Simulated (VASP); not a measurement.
# N in VASP: notebook, part 2 of 2

VASP 6.6.1. Earlier steps stand in the parts before.

## Step 3: Single point, PBE (strained)

INCAR

```
ALGO = Normal
EDIFF = 1E-7
ENCUT = 520
GGA = PE
ISIF = 2
ISMEAR = 0
LASPH = True
LCHARG = False
LREAL = False
LWAVE = False
NBANDS = 18
NELM = 60
PREC = Accurate
SIGMA = 0.02
```

KPOINTS

```
k-points
0
Gamma
  6 6 4
```

POSCAR

```
N
1.0
    3.9782847650      0.0000000000      0.0000000000
    0.0000000000      3.9782847650      0.0000000000
    0.0000000000      0.0000000000      5.1272653981
N
4
Direct
    0.8990810566      0.8990810566      0.0000000000
    0.6009189434      0.3990810566      0.5000000000
    0.1009189434      0.1009189434      0.0000000000
    0.3990810566      0.6009189434      0.5000000000
```

Potentials or basis: VASP PAW PBE potentials, release 64 (N).

Run with:

```bash
> cat potpaw_PBE.64/N/POTCAR > POTCAR
> mpirun -np 1 vasp_std > vasp.out
```

OUTCAR:

```text
EDIFF = 1E-7
   ENCUT = 520
   GGA = PE
   ISIF = 2
   ISMEAR = 0
   LASPH = True
   LREAL = False
   NELM = 60
   PREC = Accurate

 ion  position               nearest neighbor table
   1  0.899  0.899  0.000-   3 1.14
   2  0.601  0.399  0.500-   4 1.14
   3  0.101  0.101  0.000-   1 1.14
   4  0.399  0.601  0.500-   2 1.14

  LATTYP: Found a simple tetragonal cell.
 ALAT       =     3.9782847650
 C/A-ratio  =     1.2888130692

  Lattice vectors:

 A1 = (   3.9782847650,   0.0000000000,   0.0000000000)
 A2 = (   0.0000000000,   3.9782847650,   0.0000000000)
 A3 = (   0.0000000000,   0.0000000000,   5.1272653981)

Analysis of symmetry for initial positions (statically):
=====================================================================
 Subroutine PRICEL returns:
 Original cell was already a primitive cell.

 Routine SETGRP: Setting up the symmetry group for a
 simple tetragonal supercell.

 Subroutine GETGRP returns: Found 16 space group operations
 (whereof  8 operations were pure point group operations)
 out of a pool of 16 trial point group operations.

The static configuration has the point symmetry D_2h.
 The point group associated with its full space group is D_4h.

Analysis of symmetry for dynamics (positions and initial velocities):
=====================================================================
 Subroutine PRICEL returns:
 Original cell was already a primitive cell.

 Routine SETGRP: Setting up the symmetry group for a
 simple tetragonal supercell.

 Subroutine GETGRP returns: Found 16 space group operations
 (whereof  8 operations were pure point group operations)
 out of a pool of 16 trial point group operations.

[... 113 lines left out ...]
   POTIM  = 0.5000    time-step for ionic-motion
   TEBEG  =    0.0;   TEEND  =   0.0 temperature during run
   PSTRESS=    0.0 pullay stress
   NELECT =      20.0000    total number of electrons
   NUPDOWN=      -1.0000    fix difference up-down
   EMIN   =  10.00;   EMAX   =-10.00  energy-range for DOS
   EFERMI =   0.00;   METHOD = LEGACY
   ISMEAR =     0;   SIGMA  =   0.02  broadening in eV -4-tet -1-fermi 0-gaus
   EFERMI_NEDOS =   21; number of points for ismear=-14 and -15
   IALGO  =     38    algorithm
   IMIX   =      4    mixing-type and parameters
     AMIX     =   0.40;   BMIX     =  1.00
     AMIX_MAG =   1.60;   BMIX_MAG =  1.00
  volume/ion in A,a.u.               =      20.29       136.90
  Fermi-wavevector in a.u.,A,eV,Ry     =   1.026421  1.939655 14.334291  1.053541
  Thomas-Fermi vector in A             =   2.160313
   LORBIT       =      0    0 simple, 1 ext, 2 COOP (PROOUT), +10 PAW based schemes
   GGA     = PE    functional components
   LHFCALC =     F    Hartree Fock is set to
   AEXX    =    0.0000 exact exchange contribution
   IVDW    =     0    specifies the selected vdW correction
   LEPSILON=     F    determine dielectric tensor
   LRPA    =     F    only Hartree local field effects (RPA)
 non-spin polarized calculation
 Gauss-broadening in eV      SIGMA  =   0.02
  energy-cutoff  :      520.00
  volume of cell :       81.15
 maximum number of plane-waves:      2228
 NGX is ok and might be reduce to    30
   NGX = 15   NGY = 15   NGZ = 19

 number of electron      19.9999993 magnetization

 Free energy of the ion-electron system (eV)
  ---------------------------------------------------
  ext. energy  EPLUGINS =         0.00000000
  ---------------------------------------------------
  free energy    TOTEN  =       -33.20553222 eV

  energy without entropy =      -33.20553222  energy(sigma->0) =      -33.20553222

 E-fermi :  -5.7722     XC(G=0):  -6.8752

 val. band max:       -5.9487520756   @ k =   0.5000   0.5000   0.5000
 cond. band min:       0.3912698332   @ k =   0.0000   0.0000   0.0000
 fundamental gap:      6.3400219089
 Fermi energy:        -5.7721813439

 k-point     1 :       0.0000    0.0000    0.0000
  band No.  band energies     occupation
      1     -23.9767      2.00000
      2     -23.8749      2.00000
      3      -9.5950      2.00000
      4      -9.5950      2.00000
      5      -7.9201      2.00000
      6      -7.1698      2.00000
[... 481 lines left out ...]
      5      -7.6240      2.00000
      6      -7.6240      2.00000
[... 10 lines left out ...]
     17       9.0566      0.00000
     18       9.0566      0.00000

 [... further k-points ...]
[... 5 lines left out ...]
  --------------------------------------------------------------------------------------
  -------------------------------------------------------------------------------------
  Total       -3.2156029     -3.2156029      0.4906918      0.0000000      0.0000000      0.0000000
  in kB      -63.4885575    -63.4885575      9.6881717      0.0000000      0.0000000      0.0000000
  external PRESSURE =     -39.0963144 kB  Pullay stress =       0.0000000 kB

 VOLUME and BASIS-vectors are now :
 -----------------------------------------------------------------------------
  energy-cutoff  :      520.00
  volume of cell :       81.15
      direct lattice vectors                 reciprocal lattice vectors
     3.978284765  0.000000000  0.000000000     0.251364610  0.000000000  0.000000000
     0.000000000  3.978284765  0.000000000     0.000000000  0.251364610  0.000000000
     0.000000000  0.000000000  5.127265398     0.000000000  0.000000000  0.195035740

 POSITION                                       TOTAL-FORCE (eV/Angst)
 -----------------------------------------------------------------------------------
      3.57680      3.57680      0.00000         2.272395      2.272395     -0.000000
      2.39063      1.58766      2.56363        -2.272395      2.272395     -0.000000
      0.40148      0.40148      0.00000        -2.272395     -2.272395      0.000000
      1.58766      2.39063      2.56363         2.272395     -2.272395      0.000000
 -----------------------------------------------------------------------------------
    total drift:                                0.000000      0.000000      0.000000

  FREE ENERGIE OF THE ION-ELECTRON SYSTEM (eV)
  ---------------------------------------------------
  free  energy   TOTEN  =       -33.2055322158 eV

  energy  without entropy=      -33.2055322158  energy(sigma->0) =      -33.20553222
```

Wall time 29 s (1 thread of Intel Xeon Platinum 8259CL at 2.50GHz (Skylake/Cascade Lake), shared host); peak memory 0.18 GiB.

Results:

| Quantity | Value |
| --- | --- |
| Free energy | -33.2055 eV |
| Pressure | -3.9 GPa |
| Largest force | 3.214 eV/Å |
| Band gap on the k mesh | 6.34 eV, indirect (least direct gap 6.59 eV) |

Forces in eV/Å, atoms in the order of the input:
```
N    2.272  2.272  0.000
N   -2.272  2.272  0.000
N   -2.272 -2.272  0.000
N    2.272 -2.272  0.000
```

Stress tensor (GPa, compression positive):
```
-6.35  0.00  0.00
 0.00 -6.35  0.00
 0.00  0.00  0.97
```

Levels at points of the mesh, in eV from the valence-band top:
| k point | band 8 | band 9 | band 10 | band 11 | band 12 | band 13 |
| --- | --- | --- | --- | --- | --- | --- |
| (0.00, 0.00, 0.00) | -1.19 | -1.09 | -0.25 | 6.34 | 7.34 | 7.72 |
| (0.50, 0.00, 0.00) | -1.49 | -0.25 | -0.25 | 7.51 | 7.51 | 7.52 |
| (0.50, 0.50, 0.00) | -1.42 | -0.06 | -0.06 | 7.25 | 7.25 | 8.33 |
| (0.00, 0.00, 0.50) | -1.24 | -0.42 | -0.42 | 6.81 | 6.81 | 7.71 |
| (0.50, 0.00, 0.50) | -1.22 | -0.35 | -0.35 | 7.11 | 7.11 | 7.84 |
| (0.50, 0.50, 0.50) | -1.49 | 0.00 | 0.00 | 7.32 | 7.32 | 8.33 |

Caveat: the cell differs from its parent crystal (strained); the standard files for N, O and F lose accuracy on very short bonds; forces of over 1 eV/Å act on the atoms, so gaps and moduli don't describe the material at rest.

## Step 4: Single point, PBE (strained)

INCAR

```
PREC = Accurate ; ENCUT = 520
EDIFF = 1E-6 ; ISMEAR = 0
SIGMA = 0.02 ; LREAL = F
LASPH = T ; NELM = 60
ALGO = Normal ; ISIF = 2
LWAVE = F ; LCHARG = T
GGA = PE ; LELF = T
LVHAR = T ; NBANDS = 18
```

KPOINTS

```
regular mesh
0
Gamma
  6 6 4
```

POSCAR

```
N
1.0
    4.0109981014      0.0000000000      0.0000000000
    0.0000000000      4.0109981014      0.0000000000
    0.0000000000      0.0000000000      5.4106522595
N
4
Direct
    0.9146634868      0.9146634868      0.0000000000
    0.5853365132      0.4146634868      0.5000000000
    0.0853365132      0.0853365132      0.0000000000
    0.4146634868      0.5853365132      0.5000000000
```

Run with:

```bash
> cat potpaw_PBE.64/N/POTCAR > POTCAR
> mpirun -np 1 vasp_std > vasp.out
```

Run time: 32 s. Hardware: 1 thread of Intel Xeon Platinum 8259CL at 2.50GHz (Skylake/Cascade Lake), shared host; peak memory 0.18 GiB.

The run converged. Its results:

```yaml
Free_energy: -28.6935 eV
Pressure: 44.7 GPa
Largest_force: 38.086 eV/Å
Band_gap_on_the_k_mesh: 8.46 eV, indirect (least direct gap 8.67 eV)
```

Forces on the atoms (eV/Å):
```
N   -26.931 -26.931   0.000
N    26.931 -26.931   0.000
N    26.931  26.931   0.000
N   -26.931  26.931   0.000
```

Stress tensor (GPa, compression positive):
```
67.19  0.00  0.00
 0.00 67.19  0.00
 0.00  0.00 -0.36
```

Levels at points of the mesh, in eV from the valence-band top:
| k point | band 7 | band 8 | band 9 | band 10 | band 11 | band 12 | band 13 | band 14 |
| --- | --- | --- | --- | --- | --- | --- | --- | --- |
| (0.00, 0.00, 0.00) | -2.30 | -2.30 | -1.10 | -0.21 | 8.46 | 9.54 | 10.04 | 10.04 |
| (0.50, 0.00, 0.00) | -2.48 | -2.48 | -0.27 | -0.27 | 9.67 | 9.67 | 9.68 | 9.68 |
| (0.50, 0.50, 0.00) | -2.65 | -2.65 | -0.02 | -0.02 | 9.36 | 9.36 | 10.77 | 10.77 |
| (0.00, 0.00, 0.50) | -2.33 | -2.33 | -0.59 | -0.59 | 8.96 | 8.96 | 10.02 | 10.02 |
| (0.50, 0.00, 0.50) | -2.42 | -2.42 | -0.31 | -0.31 | 9.18 | 9.18 | 10.14 | 10.14 |
| (0.50, 0.50, 0.50) | -2.76 | -2.76 | 0.00 | 0.00 | 9.34 | 9.34 | 10.77 | 10.77 |

Caveat: the cell differs from its parent crystal (strained); the standard files for N, O and F lose accuracy on very short bonds; forces of over 1 eV/Å act on the atoms, so gaps and moduli don't describe the material at rest. A k mesh can miss the band edges.

## Step 5: Single point, PBE (strained and its atoms moved)

INCAR

```
PREC     = Accurate       # precision mode
ENCUT    = 520            # plane-wave cutoff, eV
EDIFF    = 1E-6           # SCF threshold, eV
ISMEAR   = 0              # smearing method
SIGMA    = 0.02           # smearing width, eV
LREAL    = F              # projectors in reciprocal space
LASPH    = T              # aspherical terms in the spheres
NELM     = 100            # most SCF steps
ALGO     = Normal         # electronic algorithm
ISIF     = 2              # what is computed and relaxed
LWAVE    = F              # write WAVECAR
LCHARG   = T              # write CHGCAR
GGA      = PE             # functional
LELF     = T              # ELF
LVHAR    = T            
NBANDS   = 18             # bands
```

KPOINTS

```
Automatic mesh
0
Gamma
  6 6 4
```

POSCAR

```
N
1.0
    4.1916361623      0.0000000000      0.0182557570
    0.0000000000      4.2296587792      0.0000000000
    0.0238962322      0.0000000000      5.4313944029
N
4
Direct
    0.9105235080      0.9229382040     -0.0002463581
    0.5894764920      0.4065263336      0.5002463581
    0.0894764920      0.0934736664      0.0002463581
    0.4105235080      0.5770617960      0.4997536419
```

Run with:

```bash
> cat potpaw_PBE.64/N/POTCAR > POTCAR
> mpirun -np 1 vasp_std > vasp.out
```

Run time: 45 s. Hardware: 1 thread of Intel Xeon Platinum 8259CL at 2.50GHz (Skylake/Cascade Lake), shared host; peak memory 0.22 GiB.

Results (log left out):

| Item | Value |
| --- | --- |
| Free energy | -32.3903 eV |
| Pressure | 16.5 GPa |
| Largest force | 14.422 eV/Å |
| Band gap on the k mesh | 7.79 eV, indirect (least direct gap 7.91 eV) |

Forces on the atoms (eV/Å):
```
N   -10.390 -10.002  -0.083
N    10.390  -9.995   0.083
N    10.390   9.995   0.083
N   -10.390  10.002  -0.083
```

Stress tensor (GPa, compression positive):
```
25.75  0.00  0.19
 0.00 23.78  0.00
 0.19  0.00 -0.08
```

Levels at points of the mesh, in eV from the valence-band top:
```csv
k point,band 7,band 8,band 9,band 10,band 11,band 12,band 13,band 14
"(0.00, 0.00, 0.00)",-1.99,-1.93,-0.86,-0.11,7.79,8.70,9.00,9.02
"(0.50, 0.00, 0.00)",-2.12,-2.12,-0.18,-0.18,8.78,8.78,8.79,8.79
"(0.00, 0.50, 0.00)",-2.12,-2.11,-0.24,-0.20,8.74,8.77,8.78,8.85
"(0.50, 0.50, 0.00)",-2.11,-2.11,-0.02,-0.02,8.58,8.58,9.53,9.53
"(0.00, 0.00, 0.50)",-2.01,-2.01,-0.41,-0.41,8.22,8.22,8.99,8.99
"(0.50, 0.00, 0.50)",-2.00,-1.99,-0.22,-0.21,8.39,8.40,9.10,9.12
"(0.00, 0.50, 0.50)",-1.99,-1.99,-0.25,-0.25,8.40,8.40,9.11,9.11
"(0.50, 0.50, 0.50)",-2.13,-2.13,0.00,0.00,8.56,8.56,9.53,9.53
```

Caveat: the cell differs from its parent crystal (strained and its atoms moved); the standard files for N, O and F lose accuracy on very short bonds; forces of over 1 eV/Å act on the atoms, so gaps and moduli don't describe the material at rest. A k mesh can miss the band edges.

## Step 6: The runs side by side

```tsv
cell	gap on the mesh (eV)	pressure (GPa)	largest force (eV/Å)
a = 4.084, b = 4.084, c = 5.346 Å, 4 atoms	6.67	-1.3	3.49
a = 3.978, b = 3.978, c = 5.127 Å, 4 atoms	6.34	-3.9	3.21
a = 4.011, b = 4.011, c = 5.411 Å, 4 atoms	8.46	44.7	38.09
a = 4.192, b = 4.230, c = 5.431 Å, angles 90.0, 89.5, 90.0°, 4 atoms	7.79	16.5	14.42
```

Alike in all rows: task single point; level PBE; potentials or basis VASP PAW PBE potentials, release 64 (N); no spin polarisation; k mesh 6 × 6 × 4; cutoff (eV) 520; smearing gaussian 0.02 eV.

Caveats: the standard files for N, O and F lose accuracy on very short bonds; forces of over 1 eV/Å act on the atoms, so gaps and moduli don't describe the material at rest.

Total energies depend on the potentials used, so only differences within one code and one set of settings carry meaning.
